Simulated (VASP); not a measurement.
A run of VASP 6.6.1 is set up as follows.

Contents of INCAR:

```
ALGO     = Normal         # electronic algorithm
EDIFF    = 1E-6           # SCF threshold, eV
ENCUT    = 520            # plane-wave cutoff, eV
GGA      = PS             # functional
ISIF     = 2              # what is computed and relaxed
ISMEAR   = -1             # smearing method
LASPH    = True           # aspherical terms in the spheres
LCHARG   = False          # write CHGCAR
LREAL    = False          # projectors in reciprocal space
LWAVE    = False          # write WAVECAR
NBANDS   = 12             # bands
NELM     = 100            # most SCF steps
PREC     = Accurate       # precision mode
SIGMA    = 0.08           # smearing width, eV
```

Contents of KPOINTS:

```
k-points
0
Gamma
  14 14 14
```

POSCAR

```
Sc
1.0
    0.0000000000      2.2779274597      2.2779274597
    2.2779274597      0.0000000000      2.2779274597
    2.2779274597      2.2779274597      0.0000000000
Sc
1
Direct
    0.0000000000      0.0000000000      0.0000000000
```

Potentials or basis: VASP PAW PBE potentials, release 64 (Sc_sv).

Command:

```console
$ cat potpaw_PBE.64/Sc_sv/POTCAR > POTCAR
$ mpirun -np 1 vasp_std > vasp.out
```

Question: Estimate the pressure.

Answer: 0.0 GPa.

Caveat: the PAW data sets were made with another functional, which shifts forces and pressure a little.
